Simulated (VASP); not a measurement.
# BN in VASP: a series of runs, part 2 of 2

VASP 6.6.1.

### 4 G0W0 quasiparticle levels, PBE

This run uses another cell than the first one, of 5.88 Å³/atom.

Input file POSCAR:

```
BN
1.0
    0.0000000000      1.8048254497      1.8048254497
    1.8048254497      0.0000000000      1.8048254497
    1.8048254497      1.8048254497      0.0000000000
B N
1 1
Direct
    0.0000000000      0.0000000000      0.0000000000
    0.2500000000      0.2500000000      0.2500000000
```

Input file INCAR.step1:

```
PREC     = Accurate       # precision mode
ENCUT    = 500            # plane-wave cutoff, eV
EDIFF    = 1E-8           # SCF threshold, eV
ISMEAR   = 0              # smearing method
SIGMA    = 0.01           # smearing width, eV
LREAL    = False          # projectors in reciprocal space
LASPH    = True           # aspherical terms in the spheres
NELM     = 100            # most SCF steps
ALGO     = Normal         # electronic algorithm
LWAVE    = True           # write WAVECAR
LCHARG   = False          # write CHGCAR
GGA      = PE             # functional
```

Input file INCAR.step2:

```
PREC     = Accurate       # precision mode
ENCUT    = 500            # plane-wave cutoff, eV
EDIFF    = 1E-8           # SCF threshold, eV
ISMEAR   = 0              # smearing method
SIGMA    = 0.01           # smearing width, eV
LREAL    = False          # projectors in reciprocal space
LASPH    = True           # aspherical terms in the spheres
NELM     = 1              # most SCF steps
ALGO     = Exact          # electronic algorithm
LWAVE    = True           # write WAVECAR
LCHARG   = False          # write CHGCAR
GGA      = PE             # functional
NBANDS   = 53             # bands
LOPTICS  = True           # frequency-dependent dielectric function
ISTART   = 1
```

Input file INCAR.step3:

```
PREC     = Accurate       # precision mode
ENCUT    = 500            # plane-wave cutoff, eV
EDIFF    = 1E-8           # SCF threshold, eV
ISMEAR   = 0              # smearing method
SIGMA    = 0.01           # smearing width, eV
LREAL    = False          # projectors in reciprocal space
LASPH    = True           # aspherical terms in the spheres
ALGO     = EVGW0          # electronic algorithm
LWAVE    = False          # write WAVECAR
LCHARG   = False          # write CHGCAR
GGA      = PE             # functional
NELMGW   = 1            
NBANDS   = 53             # bands
ENCUTGW  = 150.0          # cutoff of the response function
NOMEGA   = 48             # frequency points
PRECFOCK = Fast         
ISTART   = 1            
NBANDSGW = 12
```

Input file KPOINTS:

```
Automatic mesh
0
Gamma
  6 6 6
```

Potentials or basis: VASP PAW PBE potentials, release 64 (B_GW, N_GW).

Launch:

```console
> cat potpaw_PBE.64/B_GW/POTCAR potpaw_PBE.64/N_GW/POTCAR > POTCAR
> cp INCAR.step1 INCAR
> mpirun -np 1 vasp_std > vasp.out
> cp INCAR.step2 INCAR
> mpirun -np 1 vasp_std > vasp.out
> cp INCAR.step3 INCAR
> mpirun -np 1 vasp_std > vasp.out
```

OUTCAR:

```text
PREC = Accurate
   ENCUT = 500
   EDIFF = 1E-8
   ISMEAR = 0
   LREAL = False
   LASPH = True
   GGA = PE
   NELMGW = 1
   ENCUTGW = 150.0
   PRECFOCK = Fast
   ISTART = 1

 ion  position               nearest neighbor table
   1  0.000  0.000  0.000-   2 1.56   2 1.56   2 1.56   2 1.56
   2  0.250  0.250  0.250-   1 1.56   1 1.56   1 1.56   1 1.56

[... 190 lines left out ...]
      2       7.5171       6.7585     -19.2193     -18.2998     -21.9092       0.8249       2.0000       0.0899
      3       7.5171       6.7585     -19.2193     -18.2998     -21.9092       0.8249       2.0000       0.0899
      4       7.5171       6.7585     -19.2193     -18.2998     -21.9092       0.8249       2.0000       0.0899
      5      16.3585      17.7235     -12.1612     -13.8009      -7.0177       0.8324       0.0000      -0.1112
      6      16.3585      17.7235     -12.1612     -13.8009      -7.0177       0.8324       0.0000      -0.1112
      7      16.3585      17.7235     -12.1612     -13.8009      -7.0177       0.8324       0.0000      -0.1112
      8      17.9365      19.1436     -13.9633     -15.4444      -8.3820       0.8150       0.0000      -0.1369
      9      32.3460      32.8685     -10.7983     -11.4569      -3.3124       0.7934       0.0000      -0.6091
     10      35.3495      36.6152     -11.8309     -13.3424      -5.4646       0.8374       0.0000      -0.5816
     11      35.3495      36.6152     -11.8309     -13.3424      -5.4646       0.8374       0.0000      -0.5816
     12      35.9536      36.5316     -10.4071     -11.1067      -3.0540       0.8261       0.0000      -0.9906
[... 228 lines left out ...]
      1      -6.9251      -8.4595     -19.5225     -17.4809     -26.9063       0.7516       2.0000       0.6941
      2      -0.7040      -2.3020     -17.5049     -15.4654     -22.1106       0.7835       2.0000       0.2038
      3       1.2943      -0.0800     -17.5305     -15.8126     -21.4612       0.8000       2.0000       0.1521
      4       1.3344       0.0196     -16.9713     -15.3355     -20.6535       0.8037       2.0000       0.1439
      5      15.3084      16.3388     -12.6693     -13.9037      -7.8517       0.8347       0.0000      -0.1077
      6      19.5701      20.7221     -12.1701     -13.5608      -6.6699       0.8283       0.0000      -0.1325
      7      22.6632      24.2659     -13.1921     -15.2165      -6.4472       0.7917       0.0000      -0.2234
      8      24.3752      26.0736     -13.4543     -15.6215      -6.4999       0.7837       0.0000      -0.2512
      9      27.1737      28.8112     -14.1323     -16.2398      -6.8276       0.7770       0.0000      -0.3420
     10      33.4907      35.0113     -12.0092     -13.9142      -4.2245       0.7982       0.0000      -0.7561
     11      37.7926      38.8651     -11.5793     -12.8791      -4.1988       0.8251       0.0000      -0.9786
     12      40.9414      42.2698     -11.3410     -12.9550      -3.8572       0.8231       0.0000      -1.0741
```

OUTCAR.step1:

```text
PREC = Accurate
   ENCUT = 500
   EDIFF = 1E-8
   ISMEAR = 0
   LREAL = False
[... 387 lines left out ...]
      0.00000      0.00000      0.00000         0.000000      0.000000      0.000000
      0.90241      0.90241      0.90241        -0.000000     -0.000000     -0.000000
 -----------------------------------------------------------------------------------
    total drift:                                0.000001      0.000001      0.000001

  FREE ENERGIE OF THE ION-ELECTRON SYSTEM (eV)
  ---------------------------------------------------
  free  energy   TOTEN  =       -17.4560112411 eV

  energy  without entropy=      -17.4560112411  energy(sigma->0) =      -17.45601124
```

It took 41 s on 1 thread of Intel Xeon Platinum 8375C at 2.90GHz (Ice Lake), shared host; peak memory 0.21 GiB.

What came out:

| Quantity | Value |
| --- | --- |
| Quasiparticle gap | 5.95 eV |
| Least direct quasiparticle gap | 10.96 eV |
| Band gap of the starting levels on the mesh | 4.47 eV |
| Least direct gap of the starting levels on the mesh | 8.84 eV |

Caveat: the k points lie up to 0.50 Å⁻¹ apart; the cutoff is under 1.25 times the usual one of these potentials, so pressure, stress and relaxed cells hold a basis-set (Pulay) error; bands, screening cutoff and mesh are small and nothing is extrapolated, so the quasiparticle values aren't converged.
